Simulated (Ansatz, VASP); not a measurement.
# SiC: VASP beside Ansatz

INCAR

```
SYSTEM = SiC
  ALGO = Normal
  EDIFF = 1E-6
  EDIFFG = -0.005
  ENCUT = 600
  GGA = CA
  IBRION = 2
  ISIF = 3
  ISMEAR = 0
  LASPH = .True.
  LCHARG = .False.
  LREAL = .False.
  LWAVE = .False.
  NELM = 60
  NSW = 100
  PREC = Accurate
  SIGMA = 0.02
```

KPOINTS

```
k-points
0
Gamma
  10 10 10
  0 0 0
```

POSCAR

```
SiC
1.0
    0.0000000000      2.1769966200      2.1769966200
    2.1769966200      0.0000000000      2.1769966200
    2.1769966200      2.1769966200      0.0000000000
Si C
1 1
Direct
    0.7500000000      0.7500000000      0.7500000000
    0.0000000000      0.0000000000      0.0000000000
```

Input for Ansatz:

```yaml
crystal:
  lattice:
    - [0.0, 2.17699662, 2.17699662]
    - [2.17699662, 0.0, 2.17699662]
    - [2.17699662, 2.17699662, 0.0]
  atoms:
    - { symbol: Si, position: [0.75, 0.75, 0.75] }
    - { symbol: C, position: [0.0, 0.0, 0.0] }
basis:
  ecutwfc: 420
kpoints:
  mp_grid: { grid: [10, 10, 10] }
hamiltonian:
  xc: lda
scf:
  occupations: { method: gaussian, width: 0.02 }
output:
  forces: true
  stress: true
  eigenvalues: true
relax:
  adjacent_minimum: "off"
  f_tol: 0.005
  max_steps: 80
  cell: { stress_tol: 0.05 }
```

Alike in both runs: task relaxation of cell and atoms; functional LDA; k mesh 10 × 10 × 10; occupations gaussian, width 0.02 eV; no spin polarisation.

|  | VASP | Ansatz |
| --- | --- | --- |
| version | VASP 6.6.1 | Ansatz 0.2.0 |
| potentials or method | VASP PAW LDA potentials, release 64 (Si, C), cutoff 600 eV | scalar-relativistic, plane waves, PAW |
| valence electrons in the cell | 8 | 8 |

Ansatz gave:

* gap on the k mesh at the Fermi level, each at its own relaxed structure (eV): 1.30
* relaxed volume (Å³/atom): 10.14
* relaxed cell length with the largest relative difference (Å): 3.061

Task: What did VASP give for the same quantities?

Result: gap on the k mesh at the Fermi level, each at its own relaxed structure (eV): 1.29; relaxed volume (Å³/atom): 10.15; relaxed cell length with the largest relative difference (Å): 3.062.

LDA's correlation is that of Perdew and Zunger in VASP and of Perdew and Wang (1992) in Ansatz.
